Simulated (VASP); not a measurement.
The system is Al2BiN.

```xyz
4
Lattice="3.6288 0.0000 0.0000 0.0000 3.6288 0.0000 0.0000 0.0000 5.1320" Properties=species:S:1:pos:R:3 pbc="T T T"
N     0.0000    0.0000    0.0000
Al    0.0000    1.8144    3.8490
Al    1.8144    0.0000    1.2830
Bi    1.8144    1.8144    2.5660
```

```yaml
Program: VASP 6.6.1
Task: relaxation of cell and atoms
Functional: PBE
Potentials_or_basis: VASP PAW PBE potentials, release 64 (N, Al, Bi_d)
Cutoff: 600 eV
k_mesh: 6 × 6 × 4
Occupations: fermi-dirac, width 0.02 eV
Spin: no spin polarisation
```

At the start: pressure 37.7 GPa; volume 16.89 Å³/atom.

Problem. How do energy, volume and symmetry change on relaxing?

Solution. Over 37 steps the energy falls by 1567.3 meV/atom and the volume is 19.21 Å³/atom (+13.7 %); space group P-4m2 (No. 115, to 0.05 Å).

The path:
| step | energy change (eV) | largest force (eV/Å) | pressure (GPa) | volume (Å³) |
| --- | --- | --- | --- | --- |
| 1 | 0.0000 | 10.2411 | 37.74 | 67.58 |
| 2 | -3.2026 | 0.2881 | -13.46 | 114.42 |
| 3 | -4.5391 | 1.6312 | -7.55 | 91.60 |
| 4 | -4.5509 | 1.8358 | -6.78 | 90.39 |
| 5 | -4.5515 | 2.0305 | -6.02 | 89.30 |
| 6 | -5.2379 | 1.8706 | -3.43 | 81.75 |
| 7 | -5.1744 | 0.8203 | 26.67 | 61.45 |
| 8 | -5.7773 | 1.4781 | 2.76 | 73.73 |
| 9 | -5.8624 | 0.9083 | 10.13 | 68.47 |
| 10 | -6.0253 | 0.4691 | 8.45 | 69.34 |
| 11 | -6.0255 | 0.4457 | 8.46 | 69.32 |
| 12 | -6.1850 | 0.2458 | 1.80 | 73.92 |
| 13 | -6.1985 | 0.1732 | -0.54 | 76.00 |
| 14 | -6.1985 | 0.1775 | -0.39 | 75.86 |
| 15 | -6.2120 | 0.1657 | -0.39 | 75.84 |
| 16 | -6.2407 | 0.1183 | -0.23 | 75.73 |
| 17 | -6.2483 | 0.2480 | 0.51 | 75.35 |
| 18 | -6.2515 | 0.1034 | 0.25 | 75.51 |
| 19 | -6.2516 | 0.1242 | 0.28 | 75.49 |
| 20 | -6.2544 | 0.1294 | -0.11 | 75.96 |
| 21 | -6.2593 | 0.1505 | -1.12 | 77.38 |
| 22 | -6.2594 | 0.1309 | -1.49 | 77.94 |
| 23 | -6.2596 | 0.1434 | -1.30 | 77.66 |
| 24 | -6.2602 | 0.1365 | -1.30 | 77.70 |
| 25 | -6.2618 | 0.1122 | -1.31 | 77.81 |
| 26 | -6.2638 | 0.0538 | -1.30 | 78.03 |
| 27 | -6.2640 | 0.0248 | -1.30 | 78.14 |
| 28 | -6.2655 | 0.0179 | -1.09 | 77.94 |
| 29 | -6.2685 | 0.0038 | -0.48 | 77.34 |
| 30 | -6.2673 | 0.0497 | 0.83 | 76.15 |
| 31 | -6.2692 | 0.0205 | 0.00 | 76.90 |
| 32 | -6.2692 | 0.0215 | 0.03 | 76.87 |
| 33 | -6.2692 | 0.0198 | 0.03 | 76.87 |
| 34 | -6.2692 | 0.0148 | 0.02 | 76.87 |
| 35 | -6.2692 | 0.0044 | 0.02 | 76.86 |
| 36 | -6.2692 | 0.0161 | 0.02 | 76.85 |
| 37 | -6.2692 | 0.0009 | 0.02 | 76.86 |

Final structure:
```
CELL_PARAMETERS angstrom
3.47595 0.00000 0.00000
0.00000 3.47595 0.00000
0.00000 0.00000 6.36116
ATOMIC_POSITIONS crystal
N 0.00000 0.00000 0.00000
Al 0.00000 0.50000 0.87449
Al 0.50000 0.00000 0.12551
Bi 0.50000 0.50000 0.50000
```
